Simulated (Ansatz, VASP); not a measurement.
## Cd in VASP and in Ansatz

INCAR

```
SYSTEM = Cd
ALGO = Normal
EDIFF = 1E-6
ENCUT = 630
GGA = PS
GGA_COMPAT = .FALSE.
ISIF = 2
ISMEAR = 0
LASPH = .TRUE.
LCHARG = .FALSE.
LREAL = .FALSE.
LWAVE = .FALSE.
NBANDS = 27
NELM = 120
PREC = Accurate
SIGMA = 0.15
```

File KPOINTS:

```
k-points
0
G
  18 18 8
  0 0 0
```

The input POSCAR:

```
Cd
1.0
    2.9192950579      0.0000000000      0.0000000000
   -1.4596475289      2.5281836813      0.0000000000
    0.0000000000      0.0000000000      5.6176500000
Cd
2
Direct
    0.3333333333      0.6666666667      0.2500000000
    0.6666666667      0.3333333333      0.7500000000
```

Input for Ansatz:

```yaml
crystal:
  lattice:
    - [2.9192950579, 0.0, 0.0]
    - [-1.4596475289, 2.5281836813, 0.0]
    - [0.0, 0.0, 5.61765]
  atoms:
    - { symbol: Cd, position: [0.3333333333, 0.6666666667, 0.25] }
    - { symbol: Cd, position: [0.6666666667, 0.3333333333, 0.75] }
basis:
  ecutwfc: 420
kpoints:
  mp_grid: { grid: [18, 18, 8] }
hamiltonian:
  xc: pbesol
scf:
  occupations: { method: gaussian, width: 0.15 }
output:
  forces: true
  stress: true
  eigenvalues: true
```

Change from the starting cell: strain -0.0200 x Voigt [1, 1, 0, 0, 0, 0], atoms carried along.

Alike in both runs: task single point; functional PBEsol; k mesh 18 × 18 × 8; occupations gaussian, width 0.15 eV; no spin polarisation.

|  | VASP | Ansatz |
| --- | --- | --- |
| version | VASP 6.6.1 | Ansatz 0.2.0 |
| potentials or method | VASP PAW PBE potentials, release 64 (Cd_sv_GW), cutoff 630 eV | scalar-relativistic, plane waves, PAW |
| valence electrons in the cell | 40 | 40 |

Ansatz gave:

* gap on the k mesh at the Fermi level (eV): none
* pressure (GPa): 1.2
* traceless stress, the component that is largest in VASP (GPa): -0.76

Task: Which values does VASP return?

Result: gap on the k mesh at the Fermi level (eV): none; pressure (GPa): 1.0; traceless stress, the component that is largest in VASP (GPa): -0.75.

VASP's potentials were made for PBE, not for PBEsol. A gap of «none» marks a metal or a gap that the smearing closes. The functional is the same, so the differences come from potentials, cutoffs and numerics.
